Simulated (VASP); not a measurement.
Si2F: relaxation of cell and atoms with PBE

Si2F:

```xyz
3
Lattice="3.4342 0.0000 0.0000 -1.7171 2.9741 0.0000 0.0000 0.0000 3.7080" Properties=species:S:1:pos:R:3 pbc="T T T"
Si    0.0000    1.9827    1.8540
Si    1.7171    0.9914    1.8540
F     0.0000    0.0000    0.0000
```

```
Program                : VASP 6.6.1
Task                   : relaxation of cell and atoms
Functional             : PBE
Potentials or basis    : VASP PAW PBE potentials, release 64 (Si, F)
Cutoff                 : 600 eV
k mesh                 : 6 × 6 × 6
Occupations            : gaussian, width 0.1 eV
Spin                   : no spin polarisation
Dipole correction      : no
Further INCAR settings : ALGO = Normal; EDIFF = 1e-06; IBRION = 2; EDIFFG = -0.04; NSW = 90; ISIF = 3
```

| Item | Value |
| --- | --- |
| Relaxed volume | 14.01 Å³/atom |
| Relaxed cell | a = 4.104 Å, b = 4.104 Å, c = 2.881 Å, α = 90.00°, β = 90.00°, γ = 120.00° |
| Space group after relaxing (to 0.05 Å) | P6/mmm (No. 191) |
| Energy gained by relaxing | 993.3 meV/atom |
| Ionic steps | 17 |
| Pressure after relaxing | 0.1 GPa |

Step by step:
```csv
step,energy change (eV),largest force (eV/Å),pressure (GPa),volume (Å³)
1,0.0000,0.0000,64.67,37.87
2,-0.8543,0.0000,-18.15,71.82
3,-2.6745,0.0000,-3.29,52.39
4,-2.6842,0.0000,-2.17,51.70
5,-2.6864,0.0000,-0.91,51.11
6,-2.6861,0.0000,-1.55,51.40
7,-2.7108,0.0000,-1.53,50.65
8,-2.7876,0.0000,-0.97,48.38
9,-2.9309,0.0000,1.35,43.64
10,-1.9685,0.0000,32.37,33.38
11,-2.9483,0.0000,1.84,42.92
12,-2.9534,0.0000,4.81,40.03
13,-2.9660,0.0000,3.35,41.29
14,-2.9780,0.0000,0.74,41.50
15,-2.9780,0.0000,0.88,41.49
16,-2.9791,0.0000,0.55,41.70
17,-2.9798,0.0000,0.09,42.02
```

Final structure:
```xyz
3
Lattice="4.1042 0.0000 0.0000 -2.0521 3.5544 0.0000 0.0000 0.0000 2.8807" Properties=species:S:1:pos:R:3 pbc="T T T"
Si    0.0000    2.3696    1.4403
Si    2.0521    1.1848    1.4403
F     0.0000    0.0000    0.0000
```

Levels at points of the mesh, in eV from the Fermi level:
```csv
k point,band 3,band 4,band 5,band 6,band 7,band 8,band 9,band 10,band 11
"(0.00, 0.00, 0.00)",-4.33,-4.33,-2.88,-2.13,-2.13,-1.69,4.84,4.84,4.92
"(0.50, 0.00, 0.00)",-7.49,-5.41,-2.77,-2.33,-0.70,1.08,5.73,6.67,7.91
"(0.00, 0.00, 0.50)",-4.41,-3.58,-3.58,-2.92,-0.25,-0.25,2.21,2.60,4.19
"(0.50, 0.00, 0.50)",-6.35,-5.51,-3.79,-2.92,-1.44,-1.31,-0.41,4.63,6.49
```

Run time: 70 s on 1 thread of Intel(R) Xeon(R) 6975P-C (Granite Rapids), with other jobs on the host, peak memory 0.16 GiB.

Caveat: an odd number of electrons without spin polarisation forces a metal; a magnetic or distorted state may lie lower.
